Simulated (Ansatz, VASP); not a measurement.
One calculation of YAl3N4, two programs

```
CELL_PARAMETERS angstrom
4.38693 0.00000 0.00000
0.00000 4.38693 0.00000
0.00000 0.00000 4.38693
ATOMIC_POSITIONS crystal
Y 0.50000 0.50000 0.50000
Al 0.00000 0.00000 0.50000
Al 0.50000 0.00000 0.00000
Al 0.00000 0.50000 0.00000
N 0.50000 0.50000 0.00000
N 0.00000 0.50000 0.50000
N 0.50000 0.00000 0.50000
N 0.00000 0.00000 0.00000
```

Alike in both runs: task single point; functional PBE; k mesh 6 × 6 × 6; occupations gaussian, width 0.02 eV; no spin polarisation.

|  | VASP | Ansatz |
| --- | --- | --- |
| version | VASP 6.6.1 | Ansatz 0.2.0 |
| potentials or method | VASP PAW PBE potentials, release 64 (Y_sv, Al, N), cutoff 600 eV | scalar-relativistic, plane waves, PAW |
| valence electrons in the cell | 40 | 40 |

Ansatz gave:

| Property | Result |
| --- | --- |
| gap on the k mesh at the Fermi level (eV) | 1.38 |
| pressure (GPa) | 0.0 |

Task: Which values does VASP return?

Result: gap on the k mesh at the Fermi level (eV): 1.37; pressure (GPa): -0.5.

With one functional, cell and mesh, what is left measures potentials, basis and numerics. Ansatz's warnings: stress scf threshold loose.
